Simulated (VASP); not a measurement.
# BeS (Fm-3m) in VASP: notebook

The runs below take BeS through single point, with PBE.

Program: VASP 6.6.1. These are calculated values, not measurements. Logs are shortened: lines on timing, memory, paths and dates and some standing lists are left out, and cuts for length are marked.

### Step 1. The cell of the first run

It takes space group Fm-3m (No. 225, cubic). Conventional cell: a = 4.556 Å, b = 4.556 Å, c = 4.556 Å, α = 90.00°, β = 90.00°, γ = 90.00°. Within 3.0 Å of Be (site symmetry m-3m) lie 6 S at 2.28 Å. Within 3.0 Å of S (site symmetry m-3m) lie 6 Be at 2.28 Å.

### Step 2. Single point, PBE (volume changed by -5%)

Input file INCAR:

```
ALGO = Normal
EDIFF = 1E-6
ENCUT = 520
GGA = PE
ISIF = 2
ISMEAR = 0
LASPH = T
LCHARG = T
LELF = T
LREAL = F
LVHAR = T
LWAVE = F
NBANDS = 11
NELM = 80
PREC = Accurate
SIGMA = 0.01
```

Input file KPOINTS:

```
k-points
0
Gamma
  6 6 6
```

Input file POSCAR:

```
BeS
1.0
    0.0000000000      2.2780134039      2.2780134039
    2.2780134039      0.0000000000      2.2780134039
    2.2780134039      2.2780134039      0.0000000000
Be S
1 1
Direct
    0.0000000000      0.0000000000      0.0000000000
    0.5000000000      0.5000000000      0.5000000000
```

Potentials or basis: VASP PAW PBE potentials, release 64 (Be, S).

Launch:

```sh
$ cat potpaw_PBE.64/Be/POTCAR potpaw_PBE.64/S/POTCAR > POTCAR
$ mpirun -np 1 vasp_std > vasp.out
```

OUTCAR:

```text
EDIFF = 1E-6
   ENCUT = 520
   GGA = PE
   ISIF = 2
   ISMEAR = 0
   LASPH = T
   LREAL = F
   NELM = 80
   PREC = Accurate

 ion  position               nearest neighbor table
   1  0.000  0.000  0.000-   2 2.28   2 2.28   2 2.28   2 2.28   2 2.28   2 2.28
   2  0.500  0.500  0.500-   1 2.28   1 2.28   1 2.28   1 2.28   1 2.28   1 2.28

  LATTYP: Found a face centered cubic cell.
 ALAT       =     4.5560268078

  Lattice vectors:

 A1 = (   0.0000000000,   2.2780134039,   2.2780134039)
 A2 = (   2.2780134039,   0.0000000000,   2.2780134039)
 A3 = (   2.2780134039,   2.2780134039,   0.0000000000)

Analysis of symmetry for initial positions (statically):
=====================================================================
 Subroutine PRICEL returns:
 Original cell was already a primitive cell.

 Routine SETGRP: Setting up the symmetry group for a
 face centered cubic supercell.

 Subroutine GETGRP returns: Found 48 space group operations
 (whereof 48 operations were pure point group operations)
 out of a pool of 48 trial point group operations.

The static configuration has the point symmetry O_h .

Analysis of symmetry for dynamics (positions and initial velocities):
=====================================================================
 Subroutine PRICEL returns:
 Original cell was already a primitive cell.

 Routine SETGRP: Setting up the symmetry group for a
 face centered cubic supercell.

 Subroutine GETGRP returns: Found 48 space group operations
 (whereof 48 operations were pure point group operations)
 out of a pool of 48 trial point group operations.

The dynamic configuration has the point symmetry O_h .

 Subroutine INISYM returns: Found 48 space group operations
 (whereof 48 operations are pure point group operations),
 and found     1 'primitive' translations

----------------------------------------------------------------------------------------

                                     Primitive cell

  volume of cell :      23.6428

  direct lattice vectors                    reciprocal lattice vectors
     0.000000000  2.278013404  2.278013404    -0.219489490  0.219489490  0.219489490
     2.278013404  0.000000000  2.278013404     0.219489490 -0.219489490  0.219489490
     2.278013404  2.278013404  0.000000000     0.219489490  0.219489490 -0.219489490

  length of vectors
     3.221597451  3.221597451  3.221597451     0.380166948  0.380166948  0.380166948

  position of ions in fractional coordinates (direct lattice)
     0.000000000  0.000000000  0.000000000
     0.500000000  0.500000000  0.500000000
[... 76 lines left out ...]
   POTIM  = 0.5000    time-step for ionic-motion
   TEBEG  =    0.0;   TEEND  =   0.0 temperature during run
   PSTRESS=    0.0 pullay stress
   NELECT =       8.0000    total number of electrons
   NUPDOWN=      -1.0000    fix difference up-down
   EMIN   =  10.00;   EMAX   =-10.00  energy-range for DOS
   EFERMI =   0.00;   METHOD = LEGACY
   ISMEAR =     0;   SIGMA  =   0.01  broadening in eV -4-tet -1-fermi 0-gaus
   EFERMI_NEDOS =   21; number of points for ismear=-14 and -15
   IALGO  =     38    algorithm
   IMIX   =      4    mixing-type and parameters
     AMIX     =   0.40;   BMIX     =  1.00
     AMIX_MAG =   1.60;   BMIX_MAG =  1.00
  volume/ion in A,a.u.               =      11.82        79.77
  Fermi-wavevector in a.u.,A,eV,Ry     =   1.140789  2.155778 17.706607  1.301399
  Thomas-Fermi vector in A             =   2.277490
   LORBIT       =      0    0 simple, 1 ext, 2 COOP (PROOUT), +10 PAW based schemes
   GGA     = PE    functional components
   LHFCALC =     F    Hartree Fock is set to
   AEXX    =    0.0000 exact exchange contribution
   IVDW    =     0    specifies the selected vdW correction
   LEPSILON=     F    determine dielectric tensor
   LRPA    =     F    only Hartree local field effects (RPA)
 non-spin polarized calculation
 Gauss-broadening in eV      SIGMA  =   0.01
  energy-cutoff  :      520.00
  volume of cell :       23.64
 maximum number of plane-waves:       650
   NGX = 11   NGY = 11   NGZ = 11

 number of electron       8.0000001 magnetization

 Free energy of the ion-electron system (eV)
  ---------------------------------------------------
  ext. energy  EPLUGINS =         0.00000000
  ---------------------------------------------------
  free energy    TOTEN  =        -8.85766206 eV

  energy without entropy =       -8.85766206  energy(sigma->0) =       -8.85766206

 E-fermi :   7.3348     XC(G=0): -10.8225

 val. band max:        7.2410302906   @ k =  -0.1667   0.1667   0.0000
 cond. band min:       8.2468362340   @ k =   0.5000   0.5000   0.0000
 fundamental gap:      1.0058059434
 Fermi energy:         7.3348337317

 k-point     1 :       0.0000    0.0000    0.0000
  band No.  band energies     occupation
      1      -8.3000      2.00000
      2       6.9293      2.00000
      3       6.9293      2.00000
      4       6.9293      2.00000
      5      13.1354      0.00000
      6      16.0100      0.00000
      7      16.0100      0.00000
      8      16.0100      0.00000
      9      17.0939      0.00000
     10      17.0939      0.00000
     11      17.0939      0.00000
[... 197 lines left out ...]
 k-point    16 :      -0.3333    0.5000    0.1667
  band No.  band energies     occupation
      1      -4.6747      2.00000
      2       0.6947      2.00000
      3       2.4436      2.00000
      4       3.2407      2.00000
      5      10.4563      0.00000
      6      14.0982      0.00000
      7      15.0970      0.00000
      8      19.1645      0.00000
      9      20.1300      0.00000
     10      22.2738      0.00000
     11      25.6457      0.00000

------------------------ aborting loop because EDIFF is reached ----------------------------------------

  FORCE on cell =-STRESS in cart. coord.  units (eV):
  Direction    XX          YY          ZZ          XY          YZ          ZX
  --------------------------------------------------------------------------------------
  -------------------------------------------------------------------------------------
  Total        0.8573973      0.8573973      0.8573973      0.0000000      0.0000000     -0.0000000
  in kB       58.1023703     58.1023703     58.1023703      0.0000000      0.0000000     -0.0000000
  external PRESSURE =      58.1023703 kB  Pullay stress =       0.0000000 kB

 VOLUME and BASIS-vectors are now :
 -----------------------------------------------------------------------------
  energy-cutoff  :      520.00
  volume of cell :       23.64
      direct lattice vectors                 reciprocal lattice vectors
     0.000000000  2.278013404  2.278013404    -0.219489490  0.219489490  0.219489490
     2.278013404  0.000000000  2.278013404     0.219489490 -0.219489490  0.219489490
     2.278013404  2.278013404  0.000000000     0.219489490  0.219489490 -0.219489490

 POSITION                                       TOTAL-FORCE (eV/Angst)
 -----------------------------------------------------------------------------------
      0.00000      0.00000      0.00000        -0.000000     -0.000000     -0.000000
      2.27801      2.27801      2.27801         0.000000      0.000000      0.000000
 -----------------------------------------------------------------------------------
    total drift:                               -0.000000     -0.000000      0.000000

  FREE ENERGIE OF THE ION-ELECTRON SYSTEM (eV)
  ---------------------------------------------------
  free  energy   TOTEN  =        -8.8576620606 eV

  energy  without entropy=       -8.8576620606  energy(sigma->0) =       -8.85766206
```

It took 4.9 s on 1 thread of AMD EPYC 7R43 (Zen 3), shared host; peak memory 0.1 GiB.

Results:

| Property | Result |
| --- | --- |
| Free energy | -8.8577 eV |
| Pressure | 5.8 GPa |
| Band gap on the k mesh | 1.01 eV, indirect (least direct gap 4.39 eV) |

Levels at points of the mesh, in eV from the valence-band top:
| k point | band 1 | band 2 | band 3 | band 4 | band 5 | band 6 | band 7 | band 8 |
| --- | --- | --- | --- | --- | --- | --- | --- | --- |
| (0.00, 0.00, 0.00) | -15.54 | -0.31 | -0.31 | -0.31 | 5.89 | 8.77 | 8.77 | 8.77 |
| (0.50, 0.00, 0.00) | -13.11 | -7.60 | -0.54 | -0.54 | 3.85 | 3.85 | 4.23 | 10.66 |
| (0.50, 0.50, 0.00) | -11.94 | -7.19 | -3.38 | -3.38 | 1.01 | 4.11 | 12.24 | 12.24 |

### Step 3. Single point, PBE (volume changed by -10%)

Input file INCAR:

```
PREC     = Accurate       # precision mode
ENCUT    = 520            # plane-wave cutoff, eV
EDIFF    = 1E-7           # SCF threshold, eV
ISMEAR   = 0              # smearing method
SIGMA    = 0.01           # smearing width, eV
LREAL    = F              # projectors in reciprocal space
LASPH    = T              # aspherical terms in the spheres
NELM     = 60             # most SCF steps
ALGO     = Normal         # electronic algorithm
ISIF     = 2              # what is computed and relaxed
LWAVE    = F              # write WAVECAR
LCHARG   = T              # write CHGCAR
GGA      = PE             # functional
LELF     = T              # ELF
LVHAR    = T            
NBANDS   = 11             # bands
```

Input file KPOINTS:

```
Automatic mesh
0
Gamma
  6 6 6
```

Input file POSCAR:

```
BeS
1.0
    0.0000000000      2.2373258640      2.2373258640
    2.2373258640      0.0000000000      2.2373258640
    2.2373258640      2.2373258640      0.0000000000
Be S
1 1
Direct
    0.0000000000      0.0000000000      0.0000000000
    0.5000000000      0.5000000000      0.5000000000
```

Potentials or basis: VASP PAW PBE potentials, release 64 (Be, S).

Launch:

```sh
$ cat potpaw_PBE.64/Be/POTCAR potpaw_PBE.64/S/POTCAR > POTCAR
$ mpirun -np 1 vasp_std > vasp.out
```

Wall time 5.2 s (1 thread of AMD EPYC 7R43 (Zen 3), shared host); peak memory 0.1 GiB.

The run converged. Its results:

```
Free energy            : -8.7834 eV
Pressure               : 13.5 GPa
Band gap on the k mesh : 1.03 eV, indirect (least direct gap 4.32 eV)
```

Levels at points of the mesh, in eV from the valence-band top:
```tsv
k point	band 2	band 3	band 4	band 5	band 6	band 7
(0.00, 0.00, 0.00)	-0.34	-0.34	-0.34	6.58	8.68	8.68
(0.50, 0.00, 0.00)	-8.04	-0.59	-0.59	3.73	3.73	4.33
(0.50, 0.50, 0.00)	-7.68	-3.63	-3.63	1.03	3.84	12.75
```

### Step 4. Single point, PBE (volume changed by +5%)

Input file INCAR:

```
SYSTEM = BeS
ALGO = Normal
EDIFF = 1E-6
ENCUT = 520
GGA = PE
ISIF = 2
ISMEAR = 0
LASPH = .TRUE.
LCHARG = .FALSE.
LREAL = .FALSE.
LWAVE = .FALSE.
NBANDS = 11
NELM = 100
PREC = Accurate
SIGMA = 0.01
```

Input file KPOINTS:

```
k-points
0
G
  6 6 6
  0 0 0
```

Input file POSCAR:

```
BeS
1.0
    0.0000000000      2.3552924490      2.3552924490
    2.3552924490      0.0000000000      2.3552924490
    2.3552924490      2.3552924490      0.0000000000
Be S
1 1
Direct
    0.0000000000      0.0000000000      0.0000000000
    0.5000000000      0.5000000000      0.5000000000
```

Launch:

```sh
$ cat potpaw_PBE.64/Be/POTCAR potpaw_PBE.64/S/POTCAR > POTCAR
$ mpirun -np 1 vasp_std > vasp.out
```

Wall time 6.3 s (1 thread of AMD EPYC 7R43 (Zen 3), shared host); peak memory 0.11 GiB.

It converged, with:

| Quantity | Value |
| --- | --- |
| Free energy | -8.8582 eV |
| Pressure | -5.0 GPa |
| Band gap on the k mesh | 0.95 eV, indirect (least direct gap 3.92 eV) |

Levels at points of the mesh, in eV from the valence-band top:
```tsv
k point	band 2	band 3	band 4	band 5	band 6	band 7
(0.00, 0.00, 0.00)	-0.27	-0.27	-0.27	4.75	8.89	8.89
(0.50, 0.00, 0.00)	-6.85	-0.46	-0.46	4.02	4.02	4.04
(0.50, 0.50, 0.00)	-6.37	-2.97	-2.97	0.95	4.55	11.33
```

### Step 5. Single point, PBE (volume changed by +10%)

Input file INCAR:

```
SYSTEM = BeS
  PREC = Accurate
  ENCUT = 520
  EDIFF = 1E-6
  ISMEAR = 0
  SIGMA = 0.01
  LREAL = .False.
  LASPH = .True.
  NELM = 80
  ALGO = Normal
  ISIF = 2
  LWAVE = .False.
  LCHARG = .True.
  GGA = PE
  LELF = .True.
  LVHAR = .True.
  NBANDS = 11
```

Input file KPOINTS:

```
regular mesh
0
Gamma
  6 6 6
  0 0 0
```

Input file POSCAR:

```
BeS
1.0
    0.0000000000      2.3920998387      2.3920998387
    2.3920998387      0.0000000000      2.3920998387
    2.3920998387      2.3920998387      0.0000000000
Be S
1 1
Direct
    0.0000000000      0.0000000000      0.0000000000
    0.5000000000      0.5000000000      0.5000000000
```

Launch:

```sh
$ cat potpaw_PBE.64/Be/POTCAR potpaw_PBE.64/S/POTCAR > POTCAR
$ mpirun -np 1 vasp_std > vasp.out
```

Run time: 7.1 s. Hardware: 1 thread of AMD EPYC 7R43 (Zen 3), shared host; peak memory 0.11 GiB.

Results (log left out):

| Quantity | Value |
| --- | --- |
| Free energy | -8.8049 eV |
| Pressure | -8.7 GPa |
| Band gap on the k mesh | 0.92 eV, indirect (least direct gap 3.71 eV) |

Levels at points of the mesh, in eV from the valence-band top:
| k point | band 1 | band 2 | band 3 | band 4 | band 5 | band 6 | band 7 | band 8 |
| --- | --- | --- | --- | --- | --- | --- | --- | --- |
| (0.00, 0.00, 0.00) | -14.30 | -0.26 | -0.26 | -0.26 | 4.27 | 8.93 | 8.93 | 8.93 |
| (0.50, 0.00, 0.00) | -12.35 | -6.52 | -0.43 | -0.43 | 3.96 | 4.07 | 4.07 | 9.29 |
| (0.50, 0.50, 0.00) | -11.51 | -6.02 | -2.79 | -2.79 | 0.92 | 4.73 | 10.93 | 10.93 |

### Step 6. The runs side by side

| cell | gap on the mesh (eV) | pressure (GPa) |
| --- | --- | --- |
| a = 3.222 Å, angles 60.0°, 2 atoms | 1.01 | 5.8 |
| a = 3.164 Å, angles 60.0°, 2 atoms | 1.03 | 13.5 |
| a = 3.331 Å, angles 60.0°, 2 atoms | 0.95 | -5.0 |
| a = 3.383 Å, angles 60.0°, 2 atoms | 0.92 | -8.7 |

Alike in all rows: task single point; level PBE; potentials or basis VASP PAW PBE potentials, release 64 (Be, S); no spin polarisation; k mesh 6 × 6 × 6; cutoff (eV) 520; smearing gaussian 0.01 eV.

Total energies depend on the potentials used, so only differences within one code and one set of settings carry meaning.
